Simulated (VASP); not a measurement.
Here is a VASP 6.6.1 calculation.

Contents of INCAR:

```
PREC = Accurate
ENCUT = 520
EDIFF = 1E-6
ISMEAR = -1
SIGMA = 0.1
LREAL = False
LASPH = True
NELM = 100
ALGO = Normal
ISIF = 2
LWAVE = False
LCHARG = True
GGA = CA
LELF = True
LVHAR = True
NBANDS = 70
```

KPOINTS

```
regular mesh
0
Gamma
  3 2 3
```

File POSCAR:

```
GeIrSe
1.0
    5.5684720000      0.4616050000      0.6529420000
   -1.1975200000      7.1441390000      0.5480110000
    0.7967400000     -0.8608540000      5.3240820000
Ge Ir Se
4 4 4
Direct
    0.2334330954      0.0306354090      0.7128496869
    0.9081961082      0.2316489818      0.2344838841
    0.4234163076      0.1957245774      0.3327889180
    0.1461526339      0.9434193021      0.1445360255
    0.8524387258      0.2158230873      0.7477122869
    0.9389180101      0.6313781725      0.3546079518
    0.7071614417      0.9354218573      0.4230485418
    0.9306415678      0.5887604102      0.8583952787
    0.5242358583      0.7412143712      0.0642145935
    0.5735314999      0.4394785137      0.6397258975
    0.3430828754      0.6890540234      0.5196821906
    0.2798886000      0.4279882158      0.0807259782
```

Potentials or basis: VASP PAW LDA potentials, release 64 (Ge_d, Ir, Se).

Command:

```sh
$ cat potpaw_LDA.64/Ge_d/POTCAR potpaw_LDA.64/Ir/POTCAR potpaw_LDA.64/Se/POTCAR > POTCAR
$ mpirun -np 1 vasp_std > vasp.out
```

Task: Predict the band gap on the k mesh.

Result: Zero (bands 58 and 59 overlap by 0.09 eV).

Task: What does it give for the largest force?

Result: 3.214 eV/Å.

Stress tensor (GPa, compression positive):
```
-2.06 -1.72 -1.00
-1.72  0.20 -1.53
-1.00 -1.53  0.56
```

Caveat: the k points lie up to 0.44 Å⁻¹ apart; spin-orbit coupling is left out, which moves the levels of the heavy elements.
